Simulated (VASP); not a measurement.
**TaN: single point with PBEsol**

The system is TaN.

```
Ta N
1.0
     2.75158    0.00000    0.00000
    -1.37579    2.38294    0.00000
     0.00000    0.00000    3.24175
Ta N
1 1
Cartesian
  0.0000 1.5886 1.6209
  0.0000 0.0000 0.0000
```

This cell differs from its parent crystal: ratio of the length along z to the lengths across it x 1.2, volume and fractional coordinates fixed.

- Program: VASP 6.6.1
- Task: single point
- Functional: PBEsol
- Potentials or basis: VASP PAW PBE potentials, release 64 (Ta_pv, N)
- Cutoff: 520 eV
- k mesh: 24 × 24 × 24
- Occupations: gaussian, width 0.15 eV
- Spin: no spin polarisation

- Pressure: 2.2 GPa
- Band gap on the k mesh: zero (band 8 reaches 7.85 eV, above the bottom of band 9 at 7.81 eV)

Stress tensor (GPa, compression positive):
```
 40.75   0.00   0.00
  0.00  40.75   0.00
  0.00   0.00 -74.91
```

Levels at points of the mesh, in eV from the Fermi level:
| k point | band 4 | band 5 | band 6 | band 7 | band 8 | band 9 | band 10 | band 11 | band 12 | band 13 |
| --- | --- | --- | --- | --- | --- | --- | --- | --- | --- | --- |
| (0.00, 0.00, 0.00) | -17.13 | -4.89 | -3.38 | -2.66 | -2.66 | 3.03 | 3.03 | 4.44 | 4.44 | 4.50 |
| (0.50, 0.00, 0.00) | -14.30 | -7.61 | -6.04 | -3.77 | -1.64 | 2.95 | 4.57 | 5.69 | 7.09 | 7.61 |
| (0.00, 0.00, 0.50) | -14.94 | -9.20 | -1.60 | -1.60 | -0.11 | 0.01 | 0.01 | 4.83 | 4.83 | 8.82 |
| (0.50, 0.00, 0.50) | -14.85 | -6.91 | -5.96 | -3.82 | -0.77 | 3.93 | 4.59 | 7.06 | 7.33 | 10.40 |

Run time: 2.5 min on 1 thread of Intel(R) Xeon(R) Platinum 8259CL CPU @ 2.50GHz (Skylake/Cascade Lake), on a shared host, peak memory 0.35 GiB.

Caveat: the PAW data sets were made with another functional, which shifts forces and pressure a little; spin-orbit coupling is left out, which moves the levels of the heavy elements.
